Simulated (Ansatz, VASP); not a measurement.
# NaI: VASP beside Ansatz

The input POSCAR:

```
NaI
1.0
    0.0000000000      3.1393080000      3.3334920000
    3.1393080000      0.0000000000      3.3334920000
    3.1393080000      3.1393080000      0.0000000000
Na I
1 1
Direct
    0.0000000000      0.0000000000      0.0000000000
    0.5000000000      0.5000000000      0.5000000000
```

File INCAR.step1:

```
SYSTEM = NaI
  ALGO = Normal
  EDIFF = 1E-4
  ENCUT = 520
  GGA = PE
  ISMEAR = 0
  LASPH = .True.
  LCHARG = .False.
  LREAL = .False.
  LWAVE = .True.
  NBANDS = 14
  NELM = 100
  PREC = Accurate
  SIGMA = 0.05
```

File INCAR.step2:

```
SYSTEM = NaI
  ALGO = Normal
  EDIFF = 1E-6
  ENCUT = 520
  ISIF = 2
  ISMEAR = 0
  ISTART = 1
  LASPH = .True.
  LCHARG = .False.
  LMIXTAU = .True.
  LREAL = .False.
  LWAVE = .False.
  METAGGA = R2SCAN
  NBANDS = 14
  NELM = 100
  PREC = Accurate
  SIGMA = 0.05
```

Contents of KPOINTS:

```
k-points
0
Gamma
  6 6 6
  0 0 0
```

Input for Ansatz:

```yaml
crystal:
  lattice:
    - [0.0, 3.139308, 3.333492]
    - [3.139308, 0.0, 3.333492]
    - [3.139308, 3.139308, 0.0]
  atoms:
    - { symbol: Na, position: [0.0, 0.0, 0.0] }
    - { symbol: I, position: [0.5, 0.5, 0.5] }
basis:
  ecutwfc: 500
kpoints:
  mp_grid: { grid: [6, 6, 6] }
hamiltonian:
  xc: r2scan
scf:
  occupations: { method: gaussian, width: 0.05 }
output:
  forces: true
  stress: true
  eigenvalues: true
```

Change from the starting cell: strain -0.030 along x and y, +0.030 along z, atoms carried along.

Alike in both runs: task single point; functional r2SCAN; k mesh 6 × 6 × 6; occupations gaussian, width 0.05 eV; no spin polarisation.

```csv
,VASP,Ansatz
version,VASP 6.6.1,Ansatz 0.2.0
potentials or method,"VASP PAW PBE potentials, release 64 (Na_pv, I), cutoff 520 eV","scalar-relativistic, plane waves, PAW"
valence electrons in the cell,14,26
```

Ansatz gave:

```
gap on the k mesh at the Fermi level (eV)                     : 4.50
least direct gap on the mesh (eV)                             : 4.50
pressure (GPa)                                                : 0.6
traceless stress, the component that is largest in VASP (GPa) : -1.18
```

Task: What did VASP give for the same quantities?

Result: gap on the k mesh at the Fermi level (eV): 4.51; least direct gap on the mesh (eV): 4.51; pressure (GPa): 0.5; traceless stress, the component that is largest in VASP (GPa): -1.18.

VASP's potentials were made for PBE, not for r2SCAN. With one functional, cell and mesh, what is left measures potentials, basis and numerics. VASP's potentials hold 14 valence electrons a cell and Ansatz's 26, so a difference there can come from the potentials and not from the codes.

Spin-orbit coupling is off throughout.
